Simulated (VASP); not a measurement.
A run of VASP 6.6.1 is set up as follows.

INCAR

```
SYSTEM = Ge
ALGO = Normal
EDIFF = 1E-6
ENCUT = 500
GGA = PE
GGA_COMPAT = .FALSE.
ISIF = 2
ISMEAR = 0
LASPH = .TRUE.
LCHARG = .FALSE.
LREAL = .FALSE.
LWAVE = .FALSE.
NBANDS = 51
NELM = 120
PREC = Accurate
SIGMA = 0.1
```

Contents of KPOINTS:

```
k-points
0
G
  12 12 4
  0 0 0
```

Contents of POSCAR:

```
Ge
1.0
    4.0740338995      0.0000000293      0.0000000000
   -2.0370169751      3.5282168383      0.0000000000
    0.0000000000      0.0000000000      9.9793043331
Ge
6
Direct
    0.0000000000      0.0000000000      0.0000019167
    0.6666666667      0.3333333333      0.0833314167
    0.6666666667      0.3333333333      0.3333352500
    0.3333333333      0.6666666667      0.4166647500
    0.3333333333      0.6666666667      0.6666685833
    1.0000000000      0.0000000000      0.7499980833
```

Potentials or basis: VASP PAW PBE potentials, release 64 (Ge_d).

Command:

```sh
$ cat potpaw_PBE.64/Ge_d/POTCAR > POTCAR
$ mpirun -np 1 vasp_std > vasp.out
```

Predict the pressure.

-0.1 GPa.

What does it give for the band gap on the k mesh?

Zero (filled and empty bands touch).

Caveat: semilocal functionals underestimate gaps, and a narrow one can read as zero.
